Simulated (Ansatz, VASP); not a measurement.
## Au in VASP and in Ansatz

The input INCAR:

```
ALGO     = Fast           # electronic algorithm
EDIFF    = 1E-6           # SCF threshold, eV
ENCUT    = 520            # plane-wave cutoff, eV
GGA      = PE             # functional
ISIF     = 2              # what is computed and relaxed
ISMEAR   = 0              # smearing method
LASPH    = T              # aspherical terms in the spheres
LCHARG   = T              # write CHGCAR
LELF     = T              # ELF
LREAL    = F              # projectors in reciprocal space
LVHAR    = T            
LWAVE    = F              # write WAVECAR
NBANDS   = 12             # bands
NELM     = 100            # most SCF steps
PREC     = Accurate       # precision mode
SIGMA    = 0.15           # smearing width, eV
```

KPOINTS

```
k-points
0
Gamma
  20 20 20
```

Contents of POSCAR:

```
Au
1.0
    0.0000000000      2.0148175000      1.9841350000
    2.0148175000      0.0000000000      1.9841350000
    2.0148175000      2.0148175000      0.0000000000
Au
1
Direct
    0.0000000000      0.0000000000      0.0000000000
```

Input for Ansatz:

```yaml
crystal:
  lattice:
    - [0.0, 2.0148175, 1.984135]
    - [2.0148175, 0.0, 1.984135]
    - [2.0148175, 2.0148175, 0.0]
  atoms:
    - { symbol: Au, position: [0.0, 0.0, 0.0] }
basis:
  ecutwfc: 420
kpoints:
  mp_grid: { grid: [20, 20, 20] }
hamiltonian:
  xc: pbe
scf:
  occupations: { method: gaussian, width: 0.15 }
output:
  forces: true
  stress: true
  eigenvalues: true
```

Change from the starting cell: strain -0.015 along x and y, -0.030 along z, atoms carried along.

Alike in both runs: task single point; functional PBE; k mesh 20 × 20 × 20; occupations gaussian, width 0.15 eV; no spin polarisation.

|  | VASP | Ansatz |
| --- | --- | --- |
| version | VASP 6.6.1 | Ansatz 0.2.0 |
| potentials or method | VASP PAW PBE potentials, release 64 (Au), cutoff 520 eV | scalar-relativistic, plane waves, PAW |
| valence electrons in the cell | 11 | 19 |

|  | VASP | Ansatz | Ansatz less VASP |
| --- | --- | --- | --- |
| gap on the k mesh at the Fermi level (eV) | none | none | - |
| pressure (GPa) | 20.8 | 21.1 | +0.30 |
| traceless stress, the component that is largest in VASP (GPa) | 0.41 | 0.41 | -0.004 |

A gap of «none» marks a metal or a gap that the smearing closes. The functional is the same, so the differences come from potentials, cutoffs and numerics. VASP's potentials hold 11 valence electrons a cell and Ansatz's 19, so a difference there can come from the potentials and not from the codes.

Neither program's run includes spin-orbit coupling.
